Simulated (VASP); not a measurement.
# PbF2 (Fm-3m) in VASP: further runs

PbF2 is run at these levels: PBE; tasks: single point.

All numbers are computed with VASP 6.6.1; they aren't measurements. Logs are shortened: lines on timing, memory, paths and dates and some standing lists are left out, and cuts for length are marked.

### 1 The cell of the first run

Symmetry: Fm-3m, No. 225, cubic system. Conventional cell: a = 5.921 Å, b = 5.921 Å, c = 5.921 Å, α = 90.00°, β = 90.00°, γ = 90.00°. Pb (site symmetry m-3m) has 8 F at 2.56 Å within 3.4 Å. F (site symmetry -43m) has 4 Pb at 2.56 Å and 6 F at 2.96 Å within 3.4 Å.

### 2 Single point, PBE

Input file INCAR:

```
PREC = Accurate ; ENCUT = 600
EDIFF = 1E-6 ; ISMEAR = 0
SIGMA = 0.01 ; LREAL = False
LASPH = True ; NELM = 120
ALGO = Normal ; ISIF = 2
LWAVE = False ; LCHARG = True
GGA = PE ; LELF = True
LVHAR = True ; NBANDS = 21
GGA_COMPAT = False
```

Input file KPOINTS:

```
regular mesh
0
Gamma
  2 2 2
```

Input file POSCAR:

```
PbF2
1.0
    0.0000000000      2.9604388884      2.9604388884
    2.9604388884      0.0000000000      2.9604388884
    2.9604388884      2.9604388884      0.0000000000
Pb F
1 2
Direct
    0.0000000000      0.0000000000      0.0000000000
    0.2500000000      0.2500000000      0.2500000000
    0.7500000000      0.7500000000      0.7500000000
```

Potentials or basis: VASP PAW PBE potentials, release 64 (Pb_d, F).

Launch:

```bash
cat potpaw_PBE.64/Pb_d/POTCAR potpaw_PBE.64/F/POTCAR > POTCAR
mpirun -np 1 vasp_std > vasp.out
```

OUTCAR:

```text
PREC = Accurate
   ENCUT = 600
   EDIFF = 1E-6
   ISMEAR = 0
   LREAL = False
   LASPH = True
   NELM = 120
   ISIF = 2
   GGA = PE

 ion  position               nearest neighbor table
   1  0.000  0.000  0.000-   3 2.56   3 2.56   3 2.56   2 2.56   3 2.56   2 2.56   2 2.56   2 2.56

   2  0.250  0.250  0.250-   1 2.56   1 2.56   1 2.56   1 2.56
   3  0.750  0.750  0.750-   1 2.56   1 2.56   1 2.56   1 2.56

  LATTYP: Found a face centered cubic cell.
 ALAT       =     5.9208777768

  Lattice vectors:

 A1 = (   0.0000000000,   2.9604388884,   2.9604388884)
 A2 = (   2.9604388884,   0.0000000000,   2.9604388884)
 A3 = (   2.9604388884,   2.9604388884,   0.0000000000)

Analysis of symmetry for initial positions (statically):
=====================================================================
 Subroutine PRICEL returns:
 Original cell was already a primitive cell.

 Routine SETGRP: Setting up the symmetry group for a
 face centered cubic supercell.

 Subroutine GETGRP returns: Found 48 space group operations
 (whereof 48 operations were pure point group operations)
 out of a pool of 48 trial point group operations.

The static configuration has the point symmetry O_h .

Analysis of symmetry for dynamics (positions and initial velocities):
=====================================================================
 Subroutine PRICEL returns:
 Original cell was already a primitive cell.

 Routine SETGRP: Setting up the symmetry group for a
 face centered cubic supercell.

 Subroutine GETGRP returns: Found 48 space group operations
 (whereof 48 operations were pure point group operations)
 out of a pool of 48 trial point group operations.

The dynamic configuration has the point symmetry O_h .

 Subroutine INISYM returns: Found 48 space group operations
 (whereof 48 operations are pure point group operations),
 and found     1 'primitive' translations

----------------------------------------------------------------------------------------

                                     Primitive cell

  volume of cell :      51.8917

  direct lattice vectors                    reciprocal lattice vectors
     0.000000000  2.960438888  2.960438888    -0.168893876  0.168893876  0.168893876
     2.960438888  0.000000000  2.960438888     0.168893876 -0.168893876  0.168893876
     2.960438888  2.960438888  0.000000000     0.168893876  0.168893876 -0.168893876

[... 60 lines left out ...]
   LASPH  =      T    aspherical Exc in radial PAW
   ENCUT  =  600.0 eV  44.10 Ry    6.64 a.u.   8.36  8.36  8.36*2*pi/ulx,y,z
   NELM   =    120;   NELMIN=  2; NELMDL= -5     # of ELM steps
   EDIFF  = 0.1E-05   stopping-criterion for ELM
   LREAL  =      F    real-space projection
   EDIFFG = 0.1E-04   stopping-criterion for IOM
   NSW    =      0    number of steps for IOM
   IBRION =     -1    ionic relax: 0-MD 1-quasi-New 2-CG
   NFREE  =      0    steps in history (QN), initial steepest desc. (CG)
   ISIF   =      2    stress and relaxation
   ISYM   =      2    0-nonsym 1-usesym 2-fastsym
   POTIM  = 0.5000    time-step for ionic-motion
   TEBEG  =    0.0;   TEEND  =   0.0 temperature during run
   PSTRESS=    0.0 pullay stress
   NELECT =      28.0000    total number of electrons
   NUPDOWN=      -1.0000    fix difference up-down
   EMIN   =  10.00;   EMAX   =-10.00  energy-range for DOS
   EFERMI =   0.00;   METHOD = LEGACY
   ISMEAR =     0;   SIGMA  =   0.01  broadening in eV -4-tet -1-fermi 0-gaus
   EFERMI_NEDOS =   21; number of points for ismear=-14 and -15
   IALGO  =     38    algorithm
   IMIX   =      4    mixing-type and parameters
     AMIX     =   0.40;   BMIX     =  1.00
     AMIX_MAG =   1.60;   BMIX_MAG =  1.00
  volume/ion in A,a.u.               =      17.30       116.73
  Fermi-wavevector in a.u.,A,eV,Ry     =   1.332789  2.518606 24.168391  1.776327
  Thomas-Fermi vector in A             =   2.461697
   LORBIT       =      0    0 simple, 1 ext, 2 COOP (PROOUT), +10 PAW based schemes
   GGA     = PE    functional components
   LHFCALC =     F    Hartree Fock is set to
   AEXX    =    0.0000 exact exchange contribution
   IVDW    =     0    specifies the selected vdW correction
   LEPSILON=     F    determine dielectric tensor
   LRPA    =     F    only Hartree local field effects (RPA)
 non-spin polarized calculation
 Gauss-broadening in eV      SIGMA  =   0.01
  energy-cutoff  :      600.00
  volume of cell :       51.89
 maximum number of plane-waves:      1759
 NGX is ok and might be reduce to    36
   NGX = 17   NGY = 17   NGZ = 17

 number of electron      28.0000008 magnetization

 Free energy of the ion-electron system (eV)
  ---------------------------------------------------
  ext. energy  EPLUGINS =         0.00000000
  ---------------------------------------------------
  free energy    TOTEN  =       -14.25771232 eV

  energy without entropy =      -14.25771232  energy(sigma->0) =      -14.25771232

 E-fermi :   2.0216     XC(G=0):  -9.4234

 val. band max:        1.9084286284   @ k =   0.5000   0.0000   0.0000
 cond. band min:       6.3507752136   @ k =   0.5000   0.5000   0.0000
 fundamental gap:      4.4423465851
 Fermi energy:         2.0215794860

 k-point     1 :       0.0000    0.0000    0.0000
  band No.  band energies     occupation
      1     -19.1794      2.00000
      2     -18.5536      2.00000
      3     -12.5010      2.00000
      4     -12.5010      2.00000
      5     -12.5010      2.00000
      6     -12.4429      2.00000
[... 61 lines left out ...]
     20      18.6292      0.00000
     21      19.2412      0.00000

------------------------ aborting loop because EDIFF is reached ----------------------------------------

  FORCE on cell =-STRESS in cart. coord.  units (eV):
  Direction    XX          YY          ZZ          XY          YZ          ZX
  --------------------------------------------------------------------------------------
  -------------------------------------------------------------------------------------
  Total        1.0391513      1.0391513      1.0391513     -0.0000000      0.0000000      0.0000000
  in kB       32.0841896     32.0841896     32.0841896     -0.0000000      0.0000000      0.0000000
  external PRESSURE =      32.0841896 kB  Pullay stress =       0.0000000 kB

 VOLUME and BASIS-vectors are now :
 -----------------------------------------------------------------------------
  energy-cutoff  :      600.00
  volume of cell :       51.89
      direct lattice vectors                 reciprocal lattice vectors
     0.000000000  2.960438888  2.960438888    -0.168893876  0.168893876  0.168893876
     2.960438888  0.000000000  2.960438888     0.168893876 -0.168893876  0.168893876
     2.960438888  2.960438888  0.000000000     0.168893876  0.168893876 -0.168893876

 POSITION                                       TOTAL-FORCE (eV/Angst)
 -----------------------------------------------------------------------------------
      0.00000      0.00000      0.00000        -0.000000     -0.000000      0.000000
      1.48022      1.48022      1.48022        -0.000000     -0.000000     -0.000000
      4.44066      4.44066      4.44066         0.000000      0.000000      0.000000
 -----------------------------------------------------------------------------------
    total drift:                                0.000000      0.000000      0.000000

  FREE ENERGIE OF THE ION-ELECTRON SYSTEM (eV)
  ---------------------------------------------------
  free  energy   TOTEN  =       -14.2577123160 eV

  energy  without entropy=      -14.2577123160  energy(sigma->0) =      -14.25771232
```

OSZICAR:

```text
N       E                     dE             d eps       ncg     rms          rms(c)
DAV:   1     0.321332329763E+03    0.32133E+03   -0.16277E+04   126   0.172E+03
DAV:   2     0.167316303232E+02   -0.30460E+03   -0.28779E+03   126   0.448E+02
DAV:   3    -0.152391658291E+02   -0.31971E+02   -0.31492E+02   159   0.154E+02
DAV:   4    -0.161632489875E+02   -0.92408E+00   -0.92330E+00   141   0.269E+01
DAV:   5    -0.161924334261E+02   -0.29184E-01   -0.29182E-01   154   0.508E+00    0.800E+00
DAV:   6    -0.142712487585E+02    0.19212E+01   -0.89479E+00   181   0.227E+01    0.270E+00
DAV:   7    -0.142630575550E+02    0.81912E-02   -0.39492E-01   126   0.408E+00    0.155E+00
DAV:   8    -0.142588917742E+02    0.41658E-02   -0.91949E-02   126   0.347E+00    0.479E-01
DAV:   9    -0.142565920870E+02    0.22997E-02   -0.15107E-02   160   0.919E-01    0.102E-01
DAV:  10    -0.142576919260E+02   -0.10998E-02   -0.11548E-03   126   0.273E-01    0.286E-02
DAV:  11    -0.142576991510E+02   -0.72250E-05   -0.67156E-05   136   0.692E-02    0.905E-03
DAV:  12    -0.142577128724E+02   -0.13721E-04   -0.23498E-05   131   0.380E-02    0.536E-03
DAV:  13    -0.142577123160E+02    0.55638E-06   -0.31886E-06   135   0.186E-02
   1 F= -.14257712E+02 E0= -.14257712E+02  d E =-.703342E-58
```

stdout:

```text
POSCAR found type information on POSCAR PbF
 POSCAR found :  2 types and       3 ions
 scaLAPACK will be used
 LDA part: xc-table for (Slater+PW92), standard interpolation
 POSCAR, INCAR and KPOINTS ok, starting setup
 FFT: planning ... GRIDC
 FFT: planning ... GRID_SOFT
 FFT: planning ... GRID
 WAVECAR not read
 entering main loop
```

It took 7.4 s on 1 thread of Intel Xeon Platinum 8488C (Sapphire Rapids), shared host; peak memory 0.2 GiB.

Results:

| Property | Result |
| --- | --- |
| Free energy | -14.2577 eV |
| Pressure | 3.2 GPa |
| Band gap on the k mesh | 4.44 eV (least direct gap 4.56 eV) |

Caveat: the k points lie up to 0.92 Å⁻¹ apart; spin-orbit coupling is left out, which moves the levels of the heavy elements.

### 3 Single point, PBE

Input file INCAR:

```
ALGO = Normal ; EDIFF = 1E-6
ENCUT = 600 ; GGA = PE
GGA_COMPAT = False ; ISIF = 2
ISMEAR = 0 ; LASPH = True
LCHARG = False ; LREAL = False
LWAVE = False ; NBANDS = 21
NELM = 120 ; PREC = Accurate
SIGMA = 0.01
```

Input file KPOINTS:

```
k-points
0
Gamma
  6 6 6
```

POSCAR is that of step 2.

Potentials or basis: VASP PAW PBE potentials, release 64 (Pb_d, F).

Launch:

```bash
cat potpaw_PBE.64/Pb_d/POTCAR potpaw_PBE.64/F/POTCAR > POTCAR
mpirun -np 1 vasp_std > vasp.out
```

Run time: 19 s. Hardware: 1 thread of Intel Xeon Platinum 8488C (Sapphire Rapids), shared host; peak memory 0.2 GiB.

The run converged. Its results:

* Free energy: -14.3343 eV
* Pressure: 2.7 GPa
* Band gap on the k mesh: 4.44 eV (least direct gap 4.56 eV)

Levels at points of the mesh, in eV from the valence-band top:
| k point | band 11 | band 12 | band 13 | band 14 | band 15 | band 16 | band 17 | band 18 |
| --- | --- | --- | --- | --- | --- | --- | --- | --- |
| (0.00, 0.00, 0.00) | -2.47 | -1.98 | -1.98 | -1.98 | 6.80 | 6.80 | 6.80 | 10.67 |
| (0.50, 0.00, 0.00) | -2.68 | -2.14 | -2.14 | -0.01 | 5.05 | 7.70 | 7.70 | 13.25 |
| (0.50, 0.50, 0.00) | -1.55 | -1.55 | -1.55 | -0.12 | 4.44 | 7.93 | 7.93 | 8.98 |

Caveat: spin-orbit coupling is left out, which moves the levels of the heavy elements.
